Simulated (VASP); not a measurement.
A run of VASP 6.6.1 is set up as follows.

The input INCAR:

```
PREC = Accurate ; ENCUT = 600
EDIFF = 1E-6 ; ISMEAR = 0
SIGMA = 0.1 ; LREAL = F
LASPH = T ; NELM = 100
ALGO = Normal ; ISIF = 3
LWAVE = F ; LCHARG = F
GGA = PE ; IBRION = 2
NSW = 100 ; EDIFFG = -0.01
```

File KPOINTS:

```
regular mesh
0
Gamma
  24 24 8
```

File POSCAR:

```
Be
1.0
    2.2568836510      0.0000000000      0.0000000000
   -1.1284418255      1.9545185752      0.0000000000
    0.0000000000      0.0000000000      7.1778085976
Be
4
Direct
    0.6666666667      0.3333333333      0.7500000000
    0.3333333333      0.6666666667      0.2500000000
    0.0000000000      0.0000000000      0.0000000000
    0.0000000000      0.0000000000      0.5000000000
```

Potentials or basis: VASP PAW PBE potentials, release 64 (Be).

Launch:

```sh
$ cat potpaw_PBE.64/Be/POTCAR > POTCAR
$ mpirun -np 1 vasp_std > vasp.out
```

Predict the space group after relaxing (to 0.1 Å).

P6_3/mmc (No. 194).

Predict the band gap on the k mesh.

zero (bands 4 and 5 overlap by 1.59 eV).

Estimate the relaxed volume.

7.91 Å³/atom.

Final structure:
```yaml
crystal:
  lattice:
    - [2.25576, 0.00000, 0.00000]
    - [-1.12788, 1.95354, 0.00000]
    - [0.00000, 0.00000, 7.18169]
  atoms:
    - { symbol: Be, position: [0.66667, 0.33333, 0.75000] }
    - { symbol: Be, position: [0.33333, 0.66667, 0.25000] }
    - { symbol: Be, position: [0.00000, 0.00000, 0.00000] }
    - { symbol: Be, position: [0.00000, 0.00000, 0.50000] }
```
